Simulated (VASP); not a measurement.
Input of a VASP 6.6.1 run:

INCAR

```
ALGO     = Normal         # electronic algorithm
DIPOL    = 0.5 0.5 0.351
EDIFF    = 1E-6           # SCF threshold, eV
ENCUT    = 520            # plane-wave cutoff, eV
GGA      = PE             # functional
IDIPOL   = 3            
ISIF     = 2              # what is computed and relaxed
ISMEAR   = 0              # smearing method
ISPIN    = 2              # spin polarisation
LASPH    = True           # aspherical terms in the spheres
LCHARG   = False          # write CHGCAR
LDIPOL   = True         
LORBIT   = 11             # projections on sites
LREAL    = False          # projectors in reciprocal space
LWAVE    = False          # write WAVECAR
MAGMOM   = 0 0 0 0 0 0 2  # initial moments
NBANDS   = 27             # bands
NELM     = 150            # most SCF steps
PREC     = Accurate       # precision mode
SIGMA    = 0.05           # smearing width, eV
```

Contents of KPOINTS:

```
k-points
0
Gamma
  9 9 1
```

Contents of POSCAR:

```
Mg3SiO3
1.0
    3.0085896295      0.0000000000      0.0000000000
    0.0000000000      3.0085896295      0.0000000000
    0.0000000000      0.0000000000     19.7799623107
Mg O Si
3 3 1
Direct
    0.5000000000      0.5000000000      0.2022248545
    0.0000000000      0.0000000000      0.3100331116
    0.5000000000      0.5000000000      0.4161289118
    0.0000000000      0.0000000000      0.2022248545
    0.5000000000      0.5000000000      0.3095409235
    0.0000000000      0.0000000000      0.4186035434
    0.3750000000      0.3750000000      0.5982864530
```

Potentials or basis: VASP PAW PBE potentials, release 64 (Mg, O, Si).

Command:

```console
$ cat potpaw_PBE.64/Mg/POTCAR potpaw_PBE.64/O/POTCAR potpaw_PBE.64/Si/POTCAR > POTCAR
$ mpirun -np 1 vasp_std > vasp.out
```

(1) Estimate the largest force.

(2) What does it give for the net moment?

(3) What does it give for the site moments?

Results:

(1) 0.451 eV/Å.

(2) 0.09 μB per cell.

(3) Mg +0.00, -0.00 (each value once); O -0.00, +0.00, +0.01; Si +0.02 μB.
